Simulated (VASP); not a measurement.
A run of VASP 6.6.1 is set up as follows.

Contents of INCAR:

```
PREC     = Accurate       # precision mode
ENCUT    = 520            # plane-wave cutoff, eV
EDIFF    = 1E-6           # SCF threshold, eV
ISMEAR   = 0              # smearing method
SIGMA    = 0.1            # smearing width, eV
LREAL    = Auto         
LASPH    = True           # aspherical terms in the spheres
NELM     = 80             # most SCF steps
ALGO     = Normal         # electronic algorithm
ISIF     = 2              # what is computed and relaxed
LWAVE    = False          # write WAVECAR
LCHARG   = False          # write CHGCAR
LDIPOL   = True         
IDIPOL   = 3            
DIPOL    = 0.5 0.5 0.505
GGA      = PE             # functional
IVDW     = 12             # dispersion correction
NBANDS   = 101            # bands
```

KPOINTS

```
regular mesh
0
Gamma
  3 3 1
```

Contents of POSCAR:

```
H2Pb12O
1.0
    7.0141808633      0.0000000000      0.0000000000
   -3.5070904316      6.0744588143      0.0000000000
    0.0000000000      0.0000000000     23.7270546929
Pb O H
12 1 2
Direct
    0.3333333333      0.1666666667      0.3371678493
    0.3333333333      0.6666666667      0.3371678493
    0.8333333333      0.1666666667      0.3371678493
    0.8333333333      0.6666666667      0.3371678493
    0.6587726214      0.3381075802      0.4567302493
    0.6791579107      0.8458045821      0.4571071962
    0.1691427127      0.3365792985      0.4566954874
    0.1700331018      0.8262768774      0.4568907637
   -0.0056149633      0.4950498868      0.5836369274
    0.0055310623      0.0026139167      0.5763384025
    0.5020815531      0.5085766458      0.5762188576
    0.5060543300      0.0058523968      0.5753906658
    0.1232312130      0.6552741987      0.7007136426
    0.1116837994      0.7873436934      0.6964267014
    0.2806428306      0.7099156458      0.6971886042
```

Potentials or basis: VASP PAW PBE potentials, release 64 (Pb_d, O, H).

The run is started by

```console
$ cat potpaw_PBE.64/Pb_d/POTCAR potpaw_PBE.64/O/POTCAR potpaw_PBE.64/H/POTCAR > POTCAR
$ mpirun -np 1 vasp_std > vasp.out
```

**Question.** Predict the largest force.

**Answer.** 0.150 eV/Å.

**Question.** Predict the band gap on the k mesh.

**Answer.** Zero (bands 88 and 89 overlap by 1.06 eV).

**Question.** Estimate the dispersion energy per atom.

**Answer.** -0.239 eV.

Forces in eV/Å, atoms in the order of the input:
```
Pb  -0.022 -0.054 -0.048
Pb  -0.022  0.005  0.017
Pb   0.003  0.031  0.022
Pb   0.041  0.024  0.022
Pb  -0.003 -0.006 -0.007
Pb   0.002  0.001  0.002
Pb   0.001 -0.002  0.002
Pb  -0.002  0.001 -0.004
Pb  -0.008 -0.006  0.002
Pb   0.006  0.002 -0.003
Pb  -0.001 -0.002  0.004
Pb   0.002  0.007 -0.002
O   -0.030 -0.101  0.010
H   -0.115  0.096 -0.010
H    0.148  0.006 -0.007
```

Caveat: spin-orbit coupling is left out, which moves the levels of the heavy elements.
